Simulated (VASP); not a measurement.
Write the native input for VASP 6.6.1 that does the following.

```
Task                   : single point
Functional             : PBE
Dispersion             : D3(BJ)
Potentials or basis    : VASP PAW PBE potentials, release 64 (Ge_d)
Cutoff                 : 520 eV
k mesh                 : 12 × 12 × 1
Occupations            : gaussian, width 0.1 eV
Spin                   : no spin polarisation
Dipole correction      : yes
Further INCAR settings : ALGO = Normal; EDIFF = 1e-06; NBANDS = 21
```

The structure of Ge lies in POSCAR:

```
Ge
1.0
    4.1590000000      0.0000000000      0.0000000000
   -2.0795000000      3.6017996543      0.0000000000
    0.0000000000      0.0000000000     28.0000000000
Ge
2
Direct
    0.3333333333      0.6666666667      0.5130892857
    0.6666666667      0.3333333333      0.4869107143
```

These files were run (other wordings do the same):

INCAR

```
PREC = Accurate
ENCUT = 520
EDIFF = 1E-6
ISMEAR = 0
SIGMA = 0.1
LREAL = F
LASPH = T
NELM = 80
ALGO = Normal
ISIF = 2
LWAVE = F
LCHARG = F
LDIPOL = T
IDIPOL = 3
DIPOL = 0.5 0.5 0.500
GGA = PE
IVDW = 12
NBANDS = 21
```

KPOINTS

```
Automatic mesh
0
Gamma
  12 12 1
```

Potentials or basis: VASP PAW PBE potentials, release 64 (Ge_d).

Launch:

```sh
$ cat potpaw_PBE.64/Ge_d/POTCAR > POTCAR
$ mpirun -np 1 vasp_std > vasp.out
```

It gave:

* Largest force: 0.317 eV/Å
* Band gap on the k mesh: zero (filled and empty bands touch)
* Dispersion energy per atom: -0.144 eV

Wall time 6 min on 1 thread of Intel Xeon 8259CL (shared host), peak memory 0.55 GiB.
